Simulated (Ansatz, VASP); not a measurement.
# B in VASP and in Ansatz

```
CELL_PARAMETERS angstrom
1.47201 -2.66039 0.00000
1.47201 2.66039 0.00000
0.00000 0.00000 3.26331
ATOMIC_POSITIONS crystal
B 0.15622 0.84378 0.09024
B 0.65622 0.34378 0.40976
B 0.84378 0.15622 0.90976
B 0.34378 0.65622 0.59024
```

Alike in both runs: functional PBE; k mesh 6 × 6 × 6; occupations gaussian, width 0.1 eV; no spin polarisation.

Ansatz relaxed the structure, and its values are those at the end. VASP's run is a single point on that final structure, the one shown.

|  | VASP | Ansatz |
| --- | --- | --- |
| version | VASP 6.6.1 | Ansatz 0.2.0 |
| potentials or method | VASP PAW PBE potentials, release 64 (B), cutoff 520 eV | scalar-relativistic, plane waves, PAW |
| valence electrons in the cell | 12 | 12 |

```csv
,VASP,Ansatz,Ansatz less VASP
gap on the k mesh at the Fermi level (eV),none,none,-
pressure (GPa),0.0,0.0,-0.04
rms of the force components (eV/Å),0.004,0.003,-0.0011
```

A gap of «none» marks a metal or a gap that the smearing closes. The functional is the same, so the differences come from potentials, cutoffs and numerics.

The k mesh is coarse, so the values compare programs but aren't converged.
